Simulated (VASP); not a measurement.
A run of VASP 6.6.1 is set up as follows.

Contents of INCAR:

```
SYSTEM = SiC
PREC = Accurate ; ENCUT = 520
EDIFF = 1E-6 ; ISMEAR = 0
SIGMA = 0.05 ; LREAL = .FALSE.
LASPH = .TRUE. ; NELM = 60
ALGO = Normal ; ISIF = 2
LWAVE = .FALSE. ; LCHARG = .TRUE.
GGA = PS ; LELF = .TRUE.
LVHAR = .TRUE. ; NBANDS = 11
```

File KPOINTS:

```
Automatic mesh
0
G
  12 12 12
  0 0 0
```

The input POSCAR:

```
SiC
1.0
    0.0000000000      2.1277503411      2.1277503411
    2.1277503411      0.0000000000      2.1277503411
    2.1857670004      2.1857670004     -0.0580166593
Si C
1 1
Direct
    0.0000000000      0.0000000000      0.0000000000
    0.7500000000      0.7500000000      0.7500000000
```

Potentials or basis: VASP PAW PBE potentials, release 64 (Si, C).

Launch:

```sh
$ cat potpaw_PBE.64/Si/POTCAR potpaw_PBE.64/C/POTCAR > POTCAR
$ mpirun -np 1 vasp_std > vasp.out
```

(1) Predict the pressure.

(2) What does it give for the largest force?

(3) Estimate the band gap on the k mesh.

## Answers

(1) 8.1 GPa.

(2) 0.396 eV/Å.

(3) 1.09 eV, indirect (least direct gap 4.23 eV).

Caveat: the PAW data sets were made with another functional, which shifts forces and pressure a little.
